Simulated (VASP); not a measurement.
# Cu (Fm-3m) in VASP: a series of runs

Cu is run at these levels: PBE; tasks: single point, relaxation of cell and atoms.

Program: VASP 6.6.1. These are calculated values, not measurements. Logs are shortened: lines on timing, memory, paths and dates and some standing lists are left out, and cuts for length are marked.

### Step 1. The cell of the first run

Symmetry: Fm-3m, No. 225, cubic system. The conventional cell has a = 3.496 Å, b = 3.496 Å, c = 3.496 Å, α = 90.00°, β = 90.00°, γ = 90.00°. Within 3.3 Å of Cu (site symmetry m-3m) lie 12 Cu at 2.47 Å.

### Step 2. Single point, PBE

The input, INCAR:

```
ALGO = Normal
EDIFF = 1E-7
ENCUT = 520
GGA = PE
ISIF = 2
ISMEAR = 0
LASPH = True
LCHARG = True
LELF = True
LREAL = False
LVHAR = True
LWAVE = False
NBANDS = 12
NELM = 80
PREC = Accurate
SIGMA = 0.1
```

The input, KPOINTS:

```
k-points
0
Gamma
  20 20 20
```

The input, POSCAR:

```
Cu
1.0
    0.0000000000      1.7477838121      1.7477838121
    1.7477838121      0.0000000000      1.7477838121
    1.7477838121      1.7477838121      0.0000000000
Cu
1
Direct
    0.0000000000      0.0000000000      0.0000000000
```

Potentials or basis: VASP PAW PBE potentials, release 64 (Cu).

Started as:

```console
$ cat potpaw_PBE.64/Cu/POTCAR > POTCAR
$ mpirun -np 1 vasp_std > vasp.out
```

OUTCAR:

```text
EDIFF = 1E-7
   ENCUT = 520
   GGA = PE
   ISIF = 2
   ISMEAR = 0
   LASPH = True
   LREAL = False
   NELM = 80
   PREC = Accurate

 ion  position               nearest neighbor table
   1  0.000  0.000  0.000-

  LATTYP: Found a face centered cubic cell.
 ALAT       =     3.4955676242

  Lattice vectors:

 A1 = (   0.0000000000,   1.7477838121,   1.7477838121)
 A2 = (   1.7477838121,   0.0000000000,   1.7477838121)
 A3 = (   1.7477838121,   1.7477838121,   0.0000000000)

Analysis of symmetry for initial positions (statically):
=====================================================================
 Subroutine PRICEL returns:
 Original cell was already a primitive cell.

 Routine SETGRP: Setting up the symmetry group for a
 face centered cubic supercell.

 Subroutine GETGRP returns: Found 48 space group operations
 (whereof 48 operations were pure point group operations)
 out of a pool of 48 trial point group operations.

The static configuration has the point symmetry O_h .

Analysis of symmetry for dynamics (positions and initial velocities):
=====================================================================
 Subroutine PRICEL returns:
 Original cell was already a primitive cell.

 Routine SETGRP: Setting up the symmetry group for a
 face centered cubic supercell.

 Subroutine GETGRP returns: Found 48 space group operations
 (whereof 48 operations were pure point group operations)
 out of a pool of 48 trial point group operations.

The dynamic configuration has the point symmetry O_h .

 Subroutine INISYM returns: Found 48 space group operations
 (whereof 48 operations are pure point group operations),
 and found     1 'primitive' translations

----------------------------------------------------------------------------------------

                                     Primitive cell

  volume of cell :      10.6781

  direct lattice vectors                    reciprocal lattice vectors
     0.000000000  1.747783812  1.747783812    -0.286076571  0.286076571  0.286076571
     1.747783812  0.000000000  1.747783812     0.286076571 -0.286076571  0.286076571
     1.747783812  1.747783812  0.000000000     0.286076571  0.286076571 -0.286076571

  length of vectors
     2.471739571  2.471739571  2.471739571     0.495499156  0.495499156  0.495499156

  position of ions in fractional coordinates (direct lattice)
     0.000000000  0.000000000  0.000000000

  ion indices of the primitive-cell ions
   primitive index   ion index
                 1           1

----------------------------------------------------------------------------------------

 KPOINTS: k-points

Automatic generation of k-mesh.
 Grid dimensions read from file:
 generate k-points for:   20   20   20

 Generating k-lattice:

  Cartesian coordinates                     Fractional coordinates (reciprocal lattice)
    -0.014303829  0.014303829  0.014303829     0.050000000  0.000000000  0.000000000
     0.014303829 -0.014303829  0.014303829     0.000000000  0.050000000  0.000000000
     0.014303829  0.014303829 -0.014303829     0.000000000  0.000000000  0.050000000

  Length of vectors
     0.024774958  0.024774958  0.024774958

  Shift w.r.t. Gamma in fractional coordinates (k-lattice)
     0.000000000  0.000000000  0.000000000

 Subroutine IBZKPT returns following result:
 ===========================================

 Found    256 irreducible k-points:

 Following reciprocal coordinates:
            Coordinates               Weight
  0.000000  0.000000  0.000000      1.000000
  0.050000  0.000000  0.000000      8.000000
  0.100000  0.000000  0.000000      8.000000
  0.150000  0.000000  0.000000      8.000000
  0.200000  0.000000  0.000000      8.000000
  0.250000  0.000000  0.000000      8.000000
[... 16 lines left out ...]
 -0.400000  0.050000  0.000000     24.000000
 -0.350000  0.050000  0.000000     24.000000
 [... further k-points ...]
   k-points           NKPTS =    256   k-points in BZ     NKDIM =    256   number of bands    NBANDS=     12
   number of dos      NEDOS =    301   number of ions     NIONS =      1
   total plane-waves  NPLWV =   5832
   dimension x,y,z NGX =    18 NGY =   18 NGZ =   18
   dimension x,y,z NGXF=    36 NGYF=   36 NGZF=   36
   ions per type =               1
   NGX,Y,Z   is equivalent  to a cutoff of  12.11, 12.11, 12.11 a.u.
   NGXF,Y,Z  is equivalent  to a cutoff of  24.21, 24.21, 24.21 a.u.
 SYSTEM =  unknown system
   PREC   = accura    normal or accurate (medium, high low for compatibility)
   ISTART =      0    job   : 0-new  1-cont  2-samecut
   ICHARG =      2    charge: 1-file 2-atom 10-const
   ISPIN  =      1    spin polarized calculation?
   LNONCOLLINEAR =      F non collinear calculations
   LSORBIT =      F    spin-orbit coupling
   LASPH  =      T    aspherical Exc in radial PAW
   ENCUT  =  520.0 eV  38.22 Ry    6.18 a.u.   4.60  4.60  4.60*2*pi/ulx,y,z
   NELM   =     80;   NELMIN=  2; NELMDL= -5     # of ELM steps
   EDIFF  = 0.1E-06   stopping-criterion for ELM
   LREAL  =      F    real-space projection
   EDIFFG = 0.1E-05   stopping-criterion for IOM
   NSW    =      0    number of steps for IOM
   IBRION =     -1    ionic relax: 0-MD 1-quasi-New 2-CG
   NFREE  =      0    steps in history (QN), initial steepest desc. (CG)
   ISIF   =      2    stress and relaxation
   ISYM   =      2    0-nonsym 1-usesym 2-fastsym
   POTIM  = 0.5000    time-step for ionic-motion
   TEBEG  =    0.0;   TEEND  =   0.0 temperature during run
   PSTRESS=    0.0 pullay stress
   NELECT =      11.0000    total number of electrons
   NUPDOWN=      -1.0000    fix difference up-down
   EMIN   =  10.00;   EMAX   =-10.00  energy-range for DOS
   EFERMI =   0.00;   METHOD = LEGACY
   ISMEAR =     0;   SIGMA  =   0.10  broadening in eV -4-tet -1-fermi 0-gaus
   EFERMI_NEDOS =   21; number of points for ismear=-14 and -15
   IALGO  =     38    algorithm
   IMIX   =      4    mixing-type and parameters
     AMIX     =   0.40;   BMIX     =  1.00
     AMIX_MAG =   1.60;   BMIX_MAG =  1.00
  volume/ion in A,a.u.               =      10.68        72.06
  Fermi-wavevector in a.u.,A,eV,Ry     =   1.653388  3.124450 37.194119  2.733691
  Thomas-Fermi vector in A             =   2.741834
   LORBIT       =      0    0 simple, 1 ext, 2 COOP (PROOUT), +10 PAW based schemes
   GGA     = PE    functional components
   LHFCALC =     F    Hartree Fock is set to
   AEXX    =    0.0000 exact exchange contribution
   IVDW    =     0    specifies the selected vdW correction
   LEPSILON=     F    determine dielectric tensor
   LRPA    =     F    only Hartree local field effects (RPA)
 non-spin polarized calculation
 Gauss-broadening in eV      SIGMA  =   0.10
  energy-cutoff  :      520.00
  volume of cell :       10.68
 maximum number of plane-waves:       302
   NGX =  9   NGY =  9   NGZ =  9

 number of electron      10.9999991 magnetization

 Free energy of the ion-electron system (eV)
  ---------------------------------------------------
  ext. energy  EPLUGINS =         0.00000000
  ---------------------------------------------------
  free energy    TOTEN  =        -3.64905016 eV

  energy without entropy =       -3.64781055  energy(sigma->0) =       -3.64843035

 E-fermi :   8.8938     XC(G=0): -13.3218

 val. band max:        8.8756588712   @ k =  -0.4500   0.1000   0.0000
 cond. band min:       8.9123539152   @ k =   0.5000   0.2500   0.1000
 fundamental gap:      0.0366950440
 Fermi energy:         8.8938485924

 k-point     1 :       0.0000    0.0000    0.0000
  band No.  band energies     occupation
      1      -1.2430      2.00000
      2       5.5488      2.00000
      3       5.5488      2.00000
      4       5.5488      2.00000
      5       6.5103      2.00000
      6       6.5103      2.00000
      7      32.2979      0.00000
      8      35.7436      0.00000
      9      35.7436      0.00000
     10      35.7436      0.00000
     11      38.3659      0.00000
     12      38.3659      0.00000

 k-point     2 :       0.0500    0.0000    0.0000
  band No.  band energies     occupation
      1      -1.1449      2.00000
      2       5.5255      2.00000
      3       5.5691      2.00000
      4       5.5691      2.00000
      5       6.5019      2.00000
      6       6.5019      2.00000
      7      31.9001      0.00000
      8      34.3587      0.00000
      9      35.4383      0.00000
     10      35.4384      0.00000
     11      38.7978      0.00000
     12      38.7978      0.00000

 k-point     3 :       0.1000    0.0000    0.0000
  band No.  band energies     occupation
      1      -0.8534      2.00000
      2       5.4610      2.00000
      3       5.6232      2.00000
      4       5.6232      2.00000
      5       6.4828      2.00000
      6       6.4828      2.00000
      7      30.1001      0.00000
      8      33.3667      0.00000
      9      34.8418      0.00000
     10      34.8418      0.00000
     11      39.7275      0.00000
     12      39.7275      0.00000
[... 286 lines left out ...]
 k-point    23 :      -0.4000    0.0500    0.0000
  band No.  band energies     occupation
      1       3.1217      2.00000
      2       5.5156      2.00000
      3       5.5707      2.00000
      4       6.3118      2.00000
      5       7.0272      2.00000
      6       7.5070      2.00000
      7      14.8921      0.00000
      8      29.8418      0.00000
      9      31.8947      0.00000
     10      32.9922      0.00000
     11      35.8043      0.00000
     12      37.2744      0.00000

 k-point    24 :      -0.3500    0.0500    0.0000
  band No.  band energies     occupation
      1       2.7734      2.00000
      2       5.5752      2.00000
      3       5.6224      2.00000
      4       5.7344      2.00000
      5       6.8757      2.00000
      6       7.1947      2.00000
      7      16.8139      0.00000
      8      29.8406      0.00000
      9      32.2496      0.00000
     10      33.7941      0.00000
     11      35.8592      0.00000
     12      37.7643      0.00000

 [... further k-points ...]
[... 5 lines left out ...]
  --------------------------------------------------------------------------------------
  -------------------------------------------------------------------------------------
  Total        1.4449422      1.4449422      1.4449422     -0.0000000     -0.0000000      0.0000000
  in kB      216.8043171    216.8043171    216.8043171     -0.0000000     -0.0000000      0.0000000
  external PRESSURE =     216.8043171 kB  Pullay stress =       0.0000000 kB

 VOLUME and BASIS-vectors are now :
 -----------------------------------------------------------------------------
  energy-cutoff  :      520.00
  volume of cell :       10.68
      direct lattice vectors                 reciprocal lattice vectors
     0.000000000  1.747783812  1.747783812    -0.286076571  0.286076571  0.286076571
     1.747783812  0.000000000  1.747783812     0.286076571 -0.286076571  0.286076571
     1.747783812  1.747783812  0.000000000     0.286076571  0.286076571 -0.286076571

 POSITION                                       TOTAL-FORCE (eV/Angst)
 -----------------------------------------------------------------------------------
      0.00000      0.00000      0.00000         0.000000      0.000000      0.000000
 -----------------------------------------------------------------------------------
    total drift:                                0.000000     -0.000000      0.000000

  FREE ENERGIE OF THE ION-ELECTRON SYSTEM (eV)
  ---------------------------------------------------
  free  energy   TOTEN  =        -3.6490501555 eV

  energy  without entropy=       -3.6478105542  energy(sigma->0) =       -3.64843035
```

Run time: 25 s. Hardware: 1 thread of Intel Xeon Platinum 8375C at 2.90GHz (Ice Lake), shared host; peak memory 0.14 GiB.

Results:

```
Free energy : -3.6491 eV
Pressure    : 21.7 GPa
```

### Step 3. Relaxation of cell and atoms, PBE, target pressure 21.1 GPa, at which the enthalpy is minimised

This run uses another cell than the first one, of 10.81 Å³/atom, 1.012 times its volume.

The input, INCAR:

```
SYSTEM = Cu
ALGO = Fast ; EDIFF = 1E-6
EDIFFG = -0.003 ; ENCUT = 600
GGA = PE ; IBRION = 2
ISIF = 3 ; ISMEAR = 0
LASPH = .True. ; LCHARG = .False.
LREAL = .False. ; LWAVE = .False.
NELM = 80 ; NSW = 50
PREC = Accurate ; PSTRESS = 211.0
SIGMA = 0.1
```

The input, KPOINTS:

```
k-points
0
Gamma
  20 20 20
  0 0 0
```

The input, POSCAR:

```
Cu
1.0
    0.0000000000      1.7548952361      1.7548952361
    1.7548952361      0.0000000000      1.7548952361
    1.7548952361      1.7548952361      0.0000000000
Cu
1
Direct
    0.0000000000      0.0000000000      0.0000000000
```

Potentials or basis: VASP PAW PBE potentials, release 64 (Cu).

Started as:

```console
$ cat potpaw_PBE.64/Cu/POTCAR > POTCAR
$ mpirun -np 1 vasp_std > vasp.out
```

Run time: 99 s. Hardware: 1 thread of Intel Xeon Platinum 8375C at 2.90GHz (Ice Lake), shared host; peak memory 0.15 GiB.

It converged, with:

```yaml
Free_energy: -3.6534 eV
Relaxed_volume: 10.71 Å³/atom
Relaxed_cell: a = 2.474 Å, b = 2.474 Å, c = 2.474 Å, α = 60.00°, β = 60.00°, γ = 60.00°
Space_group_after_relaxing_to_0.05_Å: Fm-3m (No. 225)
Energy_change_on_relaxing_the_enthalpy_is_what_falls: +12.4 meV/atom
Ionic_steps: 6
Pressure_after_relaxing: 21.1 GPa
```

Step by step:
| step | energy change (eV) | largest force (eV/Å) | pressure (GPa) | volume (Å³) |
| --- | --- | --- | --- | --- |
| 1 | 0.0000 | 0.0000 | 19.70 | 10.81 |
| 2 | 0.0188 | 0.0000 | 22.23 | 10.66 |
| 3 | 0.0141 | 0.0000 | 21.41 | 10.70 |
| 4 | 0.0114 | 0.0000 | 20.27 | 10.72 |
| 5 | 0.0134 | 0.0000 | 21.67 | 10.70 |
| 6 | 0.0124 | 0.0000 | 21.11 | 10.71 |

Final structure:
```
CELL_PARAMETERS angstrom
0.00000 1.74949 1.74949
1.74949 0.00000 1.74949
1.74949 1.74949 0.00000
ATOMIC_POSITIONS crystal
Cu 0.00000 0.00000 0.00000
```

Levels at points of the mesh, in eV from the Fermi level:
```
           k point  band 3  band 4  band 5  band 6  band 7  band 8  band 9
(0.00, 0.00, 0.00)   -3.33   -3.33   -2.38   -2.38   23.38   26.80   26.80
(0.50, 0.00, 0.00)   -3.38   -1.72   -1.72   -1.29    4.29   21.83   23.65
(0.50, 0.50, 0.00)   -1.74   -1.55   -1.55    1.44    7.84   13.87   13.87
```

Caveat: the cell is relaxed towards a set pressure, so the enthalpy falls and the energy may rise.
